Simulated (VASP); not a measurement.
Set up this calculation in VASP 6.6.1, as the native input.

* Task: single point
* Functional: PBE
* Potentials or basis: VASP PAW PBE potentials, release 64 (Li_sv, F)
* Cutoff: 520 eV
* k mesh: 6 × 4 × 4
* Occupations: gaussian, width 0.1 eV
* Spin: no spin polarisation
* Dipole correction: no
* Further INCAR settings: ALGO = Normal; EDIFF = 1e-07; NBANDS = 30

The structure of LiF lies in POSCAR:

```
LiF
1.0
    2.8691329743      0.0000000000      0.0000000000
    0.0000000000      4.0899301186      0.0000000000
    0.0000000000      0.0000000000      5.7290244791
Li F
4 4
Direct
    0.7500032575      0.4999750488      0.1249969348
    0.2500032575      0.0000249512      0.8750030652
    0.7499967425      0.5000249512      0.6249969348
    0.2499967425      0.9999750488      0.3750030652
    0.7499920272      0.0000199088      0.1250053896
    0.2499920272      0.4999800912      0.8749946104
    0.7500079728      0.9999800912      0.6250053896
    0.2500079728      0.5000199088      0.3749946104
```

The cell was built from a structure type or drawn by symmetry, and may not be a known phase.

One way to write it, as run:

INCAR

```
SYSTEM = LiF
PREC = Accurate ; ENCUT = 520
EDIFF = 1E-7 ; ISMEAR = 0
SIGMA = 0.1 ; LREAL = .FALSE.
LASPH = .TRUE. ; NELM = 80
ALGO = Normal ; ISIF = 2
LWAVE = .FALSE. ; LCHARG = .TRUE.
GGA = PE ; LELF = .TRUE.
LVHAR = .TRUE. ; NBANDS = 30
```

KPOINTS

```
Automatic mesh
0
G
  6 4 4
  0 0 0
```

Potentials or basis: VASP PAW PBE potentials, release 64 (Li_sv, F).

Command:

```console
$ cat potpaw_PBE.64/Li_sv/POTCAR potpaw_PBE.64/F/POTCAR > POTCAR
$ mpirun -np 1 vasp_std > vasp.out
```

It gave:

| Item | Value |
| --- | --- |
| Band gap on the k mesh | 8.83 eV |

Run time: 40 s on 1 thread of Intel(R) Xeon(R) Platinum 8559C (Emerald Rapids), on a shared host, peak memory 0.2 GiB.
